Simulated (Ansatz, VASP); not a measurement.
Two plane-wave programs on ZrZn4N

Contents of INCAR:

```
PREC = Accurate
ENCUT = 600
EDIFF = 1E-7
ISMEAR = 0
SIGMA = 0.1
LREAL = False
LASPH = True
NELM = 100
ALGO = Normal
ISIF = 3
LWAVE = False
LCHARG = False
GGA = PE
IBRION = 2
NSW = 90
EDIFFG = -0.04
```

KPOINTS

```
regular mesh
0
Gamma
  6 6 6
```

The input POSCAR:

```
ZrZn4N
1.0
    5.2503423032      0.0000000000      0.0000000000
   -2.6251711516      4.5469298131      0.0000000000
    0.0000000000      0.0000000000      3.6956219719
Zr Zn N
1 4 1
Direct
    0.0000000000      0.0000000000      0.0000000000
    0.6666666667      0.3333333333      0.0000000000
    0.0156853675      0.5078426837      0.5000000000
    0.4921573163      0.5078426837      0.5000000000
    0.4921573163      0.9843146325      0.5000000000
    0.3333333333      0.6666666667      0.0000000000
```

Input for Ansatz:

```yaml
crystal:
  lattice:
    - [5.2503423032, 0.0, 0.0]
    - [-2.6251711516, 4.5469298131, 0.0]
    - [0.0, 0.0, 3.6956219719]
  atoms:
    - { symbol: Zr, position: [0.0, 0.0, 0.0] }
    - { symbol: Zn, position: [0.6666666667, 0.3333333333, 0.0] }
    - { symbol: Zn, position: [0.0156853675, 0.5078426837, 0.5] }
    - { symbol: Zn, position: [0.4921573163, 0.5078426837, 0.5] }
    - { symbol: Zn, position: [0.4921573163, 0.9843146325, 0.5] }
    - { symbol: "N", position: [0.3333333333, 0.6666666667, 0.0] }
basis:
  ecutwfc: 420
kpoints:
  mp_grid: { grid: [6, 6, 6] }
hamiltonian:
  xc: pbe
scf:
  occupations: { method: gaussian, width: 0.1 }
  lower_state_search: "off"
output:
  forces: true
  stress: true
  eigenvalues: true
relax:
  adjacent_minimum: "off"
  f_tol: 0.04
  max_steps: 70
  cell: { stress_tol: 0.4 }
```

Change from the starting cell: species swapped into the CeCo4Cu type (P-6m2, No. 187).

Alike in both runs: task relaxation of cell and atoms; functional PBE; k mesh 6 × 6 × 6; occupations gaussian, width 0.1 eV; no spin polarisation.

|  | VASP | Ansatz |
| --- | --- | --- |
| version | VASP 6.6.1 | Ansatz 0.2.0 |
| potentials or method | VASP PAW PBE potentials, release 64 (Zr_sv, Zn, N), cutoff 600 eV | scalar-relativistic, plane waves, PAW |
| valence electrons in the cell | 65 | 65 |

|  | VASP | Ansatz | Ansatz less VASP |
| --- | --- | --- | --- |
| gap on the k mesh at the Fermi level, each at its own relaxed structure (eV) | none | none | - |
| relaxed volume (Å³/atom) | 14.79 | 14.70 | -0.085 |
| relaxed length of the cell vector where the two differ most in proportion (Å) | 5.264 | 5.250 | -0.0135 |

A gap of «none» marks a metal or a gap that the smearing closes.
